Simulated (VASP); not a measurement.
# HfN (P6_3/mmc) in VASP: notebook, part 2 of 2

VASP 6.6.1.

## Step 3: Single point, PBE

This run uses another cell than the first one, of 11.52 Å³/atom, 1.042 times its volume.

Input file INCAR:

```
PREC = Accurate
ENCUT = 520
EDIFF = 1E-6
ISMEAR = -1
SIGMA = 0.05
LREAL = False
LASPH = True
NELM = 60
ALGO = Normal
ISIF = 2
LWAVE = False
LCHARG = True
GGA = PE
LELF = True
LVHAR = True
NBANDS = 23
```

Input file KPOINTS:

```
regular mesh
0
Gamma
  8 8 4
```

Input file POSCAR:

```
HfN
1.0
    3.1339080000      0.0000000000      0.0000000000
   -1.5669540000      2.7140440000      0.0000000000
    0.0000000000      0.0000000000      5.4167680000
Hf N
2 2
Direct
    0.6666666667      0.3333333333      0.7500000000
    0.3333333333      0.6666666667      0.2500000000
    0.0000000000      0.0000000000      0.0000000000
    0.0000000000      0.0000000000      0.5000000000
```

Potentials or basis: VASP PAW PBE potentials, release 64 (Hf_pv, N).

Run with:

```sh
$ cat potpaw_PBE.64/Hf_pv/POTCAR potpaw_PBE.64/N/POTCAR > POTCAR
$ mpirun -np 1 vasp_std > vasp.out
```

OUTCAR:

```text
PREC = Accurate
   ENCUT = 520
   EDIFF = 1E-6
   ISMEAR = -1
   LREAL = False
   LASPH = True
   NELM = 60
   ISIF = 2
   GGA = PE

 ion  position               nearest neighbor table
   1  0.667  0.333  0.750-   3 2.26   4 2.26   3 2.26   4 2.26   3 2.26   4 2.26   2 3.26   2 3.26
                             2 3.26   2 3.26   2 3.26   2 3.26
   2  0.333  0.667  0.250-   3 2.26   4 2.26   3 2.26   4 2.26   3 2.26   4 2.26   1 3.26   1 3.26
                             1 3.26   1 3.26   1 3.26   1 3.26
   3  0.000  0.000  0.000-   1 2.26   2 2.26   1 2.26   2 2.26   1 2.26   2 2.26
   4  0.000  0.000  0.500-   1 2.26   2 2.26   1 2.26   2 2.26   1 2.26   2 2.26

  LATTYP: Found a hexagonal cell.
 ALAT       =     3.1339080000
 C/A-ratio  =     1.7284387417

  Lattice vectors:

 A1 = (   3.1339080000,   0.0000000000,   0.0000000000)
 A2 = (  -1.5669540000,   2.7140440000,   0.0000000000)
 A3 = (   0.0000000000,   0.0000000000,   5.4167680000)

Analysis of symmetry for initial positions (statically):
=====================================================================
 Subroutine PRICEL returns:
 Original cell was already a primitive cell.
[... 170 lines left out ...]
  ext. energy  EPLUGINS =         0.00000000
  ---------------------------------------------------
  free energy    TOTEN  =       -43.37626421 eV

  energy without entropy =      -43.35793773  energy(sigma->0) =      -43.36710097

 E-fermi :   7.7772     XC(G=0): -12.7445

 val. band max:        7.7409388703   @ k =   0.3750   0.1250   0.5000
 cond. band min:       7.7934332847   @ k =   0.2500   0.2500   0.5000
 fundamental gap:      0.0524944144
 Fermi energy:         7.7772200445

 k-point     1 :       0.0000    0.0000    0.0000
  band No.  band energies     occupation
      1     -23.7817      2.00000
      2     -22.9235      2.00000
      3     -22.8210      2.00000
      4     -22.8210      2.00000
      5     -22.7605      2.00000
      6     -22.7605      2.00000
[... 613 lines left out ...]
     22      13.4049      0.00000
     23      15.1537      0.00000

 [... further k-points ...]
[... 5 lines left out ...]
  --------------------------------------------------------------------------------------
  -------------------------------------------------------------------------------------
  Total        1.1888258      1.1888259      1.1512176      0.0000000      0.0000000      0.0000000
  in kB       41.3414253     41.3414271     40.0335981      0.0000000      0.0000000      0.0000000
  external PRESSURE =      40.9054835 kB  Pullay stress =       0.0000000 kB

 VOLUME and BASIS-vectors are now :
 -----------------------------------------------------------------------------
  energy-cutoff  :      520.00
  volume of cell :       46.07
      direct lattice vectors                 reciprocal lattice vectors
     3.133908000  0.000000000  0.000000000     0.319090414  0.184226932  0.000000000
    -1.566954000  2.714044000  0.000000000     0.000000000  0.368453864  0.000000000
     0.000000000  0.000000000  5.416768000     0.000000000  0.000000000  0.184611931

 POSITION                                       TOTAL-FORCE (eV/Angst)
 -----------------------------------------------------------------------------------
      1.56695      0.90468      4.06258        -0.000000     -0.000000      0.000000
     -0.00000      1.80936      1.35419         0.000000      0.000000      0.000000
      0.00000      0.00000      0.00000         0.000000     -0.000000      0.000000
      0.00000      0.00000      2.70838         0.000000     -0.000000      0.000000
 -----------------------------------------------------------------------------------
    total drift:                               -0.000000      0.000000     -0.000000

  FREE ENERGIE OF THE ION-ELECTRON SYSTEM (eV)
  ---------------------------------------------------
  free  energy   TOTEN  =       -43.3762642063 eV

  energy  without entropy=      -43.3579377323  energy(sigma->0) =      -43.36710097
```

OSZICAR:

```text
N       E                     dE             d eps       ncg     rms          rms(c)
DAV:   1     0.109708611160E+03    0.10971E+03   -0.16393E+04  1380   0.130E+03
DAV:   2    -0.435318123839E+02   -0.15324E+03   -0.14482E+03  1821   0.312E+02
DAV:   3    -0.494658562524E+02   -0.59340E+01   -0.58626E+01  1786   0.491E+01
DAV:   4    -0.495185243227E+02   -0.52668E-01   -0.52593E-01  1582   0.503E+00
DAV:   5    -0.495191382664E+02   -0.61394E-03   -0.61385E-03  1859   0.437E-01    0.743E+01
DAV:   6    -0.435233254637E+02    0.59958E+01   -0.27021E+01  1640   0.270E+01    0.568E+01
DAV:   7    -0.434114648084E+02    0.11186E+00   -0.19641E+00  1612   0.847E+00    0.245E+01
DAV:   8    -0.433854323434E+02    0.26032E-01   -0.12160E-01  1778   0.243E+00    0.439E+00
DAV:   9    -0.433774715769E+02    0.79608E-02   -0.49305E-02  1576   0.122E+00    0.329E+00
DAV:  10    -0.433765799938E+02    0.89158E-03   -0.10665E-02  1662   0.634E-01    0.105E+00
DAV:  11    -0.433762632325E+02    0.31676E-03   -0.14029E-03  1695   0.240E-01    0.584E-02
DAV:  12    -0.433762643299E+02   -0.10974E-05   -0.78764E-05  1742   0.601E-02    0.150E-01
DAV:  13    -0.433762642063E+02    0.12363E-06   -0.65030E-06  1660   0.162E-02
   1 F= -.43376264E+02 E0= -.43367101E+02  d E =-.183265E-01
```

Wall time 17 s (1 thread of Intel Xeon 6975P-C, shared host); peak memory 0.18 GiB.

Results:

```
Free energy            : -43.3763 eV
Pressure               : 4.1 GPa
Band gap on the k mesh : zero (band 15 reaches 9.80 eV, above the bottom of band 16 at 7.49 eV)
```

Caveat: spin-orbit coupling is left out, which moves the levels of the heavy elements.

## Step 4: Single point, PBE

This run uses another cell than the first one, of 11.75 Å³/atom, 1.062 times its volume.

Input file INCAR:

```
PREC = Accurate
ENCUT = 520
EDIFF = 1E-7
ISMEAR = -1
SIGMA = 0.05
LREAL = False
LASPH = True
NELM = 60
ALGO = Normal
ISIF = 2
LWAVE = False
LCHARG = False
GGA = PE
NBANDS = 23
```

KPOINTS is that of step 3.

Input file POSCAR:

```
HfN
1.0
    3.1546629625      0.0000000000      0.0000000000
   -1.5773314812      2.7320183251      0.0000000000
    0.0000000000      0.0000000000      5.4526416812
Hf N
2 2
Direct
    0.6666666667      0.3333333333      0.7500000000
    0.3333333333      0.6666666667      0.2500000000
    0.0000000000      0.0000000000      0.0000000000
    0.0000000000      0.0000000000      0.5000000000
```

Run with:

```sh
$ cat potpaw_PBE.64/Hf_pv/POTCAR potpaw_PBE.64/N/POTCAR > POTCAR
$ mpirun -np 1 vasp_std > vasp.out
```

Run time: 21 s. Hardware: 1 thread of Intel Xeon 6975P-C, shared host; peak memory 0.18 GiB.

It converged, with:

```yaml
Free_energy: -43.3847 eV
Pressure: -1.3 GPa
Band_gap_on_the_k_mesh: zero (band 15 reaches 9.57 eV, above the bottom of band 16 at 7.33 eV)
```

Stress tensor (GPa, compression positive):
```
-1.20  0.00  0.00
 0.00 -1.20  0.00
 0.00  0.00 -1.38
```

Levels at points of the mesh, in eV from the Fermi level:
| k point | band 12 | band 13 | band 14 | band 15 | band 16 | band 17 | band 18 | band 19 |
| --- | --- | --- | --- | --- | --- | --- | --- | --- |
| (0.00, 0.00, 0.00) | -3.38 | -3.38 | -1.58 | -0.42 | 0.89 | 0.89 | 1.08 | 1.99 |
| (0.50, 0.00, 0.00) | -5.22 | -3.10 | -2.58 | -2.27 | 2.53 | 2.83 | 4.49 | 4.71 |
| (0.00, 0.00, 0.50) | -4.15 | -4.15 | -4.15 | 1.97 | 1.97 | 3.01 | 3.01 | 3.01 |
| (0.50, 0.00, 0.50) | -5.22 | -4.26 | -4.26 | -0.13 | -0.13 | 4.76 | 4.76 | 4.85 |

Caveat: spin-orbit coupling is left out, which moves the levels of the heavy elements.

## Step 5: Single point, PBE

This run uses another cell than the first one, of 12.21 Å³/atom, 1.104 times its volume.

Input file INCAR:

```
SYSTEM = HfN
PREC = Accurate ; ENCUT = 520
EDIFF = 1E-7 ; ISMEAR = -1
SIGMA = 0.05 ; LREAL = .False.
LASPH = .True. ; NELM = 80
ALGO = Normal ; ISIF = 2
LWAVE = .False. ; LCHARG = .True.
GGA = PE ; LELF = .True.
LVHAR = .True. ; NBANDS = 23
```

Input file KPOINTS:

```
regular mesh
0
Gamma
  8 8 4
  0 0 0
```

Input file POSCAR:

```
HfN
1.0
    3.1953727811      0.0000000000      0.0000000000
   -1.5976863905      2.7672740630      0.0000000000
    0.0000000000      0.0000000000      5.5230061089
Hf N
2 2
Direct
    0.6666666667      0.3333333333      0.7500000000
    0.3333333333      0.6666666667      0.2500000000
    0.0000000000      0.0000000000      0.0000000000
    0.0000000000      0.0000000000      0.5000000000
```

Run with:

```sh
$ cat potpaw_PBE.64/Hf_pv/POTCAR potpaw_PBE.64/N/POTCAR > POTCAR
$ mpirun -np 1 vasp_std > vasp.out
```

Run time: 24 s. Hardware: 1 thread of Intel Xeon 6975P-C, shared host; peak memory 0.18 GiB.

The run converged. Its results:

```
Free energy            : -43.3166 eV
Pressure               : -10.5 GPa
Band gap on the k mesh : zero (band 15 reaches 9.14 eV, above the bottom of band 16 at 6.99 eV)
```

Stress tensor (GPa, compression positive):
```
-10.39   0.00   0.00
  0.00 -10.39   0.00
  0.00   0.00 -10.57
```

Levels at points of the mesh, in eV from the Fermi level:
```tsv
k point	band 11	band 12	band 13	band 14	band 15	band 16	band 17	band 18	band 19	band 20
(0.00, 0.00, 0.00)	-4.36	-3.28	-3.28	-1.57	-0.38	0.84	0.87	0.87	1.92	1.92
(0.50, 0.00, 0.00)	-5.48	-5.04	-3.06	-2.49	-2.24	2.39	2.67	4.28	4.48	5.19
(0.00, 0.00, 0.50)	-4.02	-4.02	-4.02	-4.02	1.87	1.87	2.81	2.81	2.88	2.88
(0.50, 0.00, 0.50)	-5.05	-5.05	-4.14	-4.14	-0.16	-0.16	4.52	4.52	4.62	4.62
```

Caveat: spin-orbit coupling is left out, which moves the levels of the heavy elements.

## Step 6: The runs side by side

| cell | gap on the mesh (eV) | pressure (GPa) |
| --- | --- | --- |
| a = 3.092, b = 3.092, c = 5.344 Å, angles 90.0, 90.0, 120.0°, 4 atoms | none | 16.6 |
| a = 3.134, b = 3.134, c = 5.417 Å, angles 90.0, 90.0, 120.0°, 4 atoms | none | 4.1 |
| a = 3.155, b = 3.155, c = 5.453 Å, angles 90.0, 90.0, 120.0°, 4 atoms | none | -1.3 |
| a = 3.195, b = 3.195, c = 5.523 Å, angles 90.0, 90.0, 120.0°, 4 atoms | none | -10.5 |

Alike in all rows: task single point; level PBE; potentials or basis VASP PAW PBE potentials, release 64 (Hf_pv, N); no spin polarisation; k mesh 8 × 8 × 4; cutoff (eV) 520; smearing fermi-dirac 0.05 eV.

Caveats: spin-orbit coupling is left out, which moves the levels of the heavy elements.

Total energies depend on the potentials used, so only differences within one code and one set of settings carry meaning.
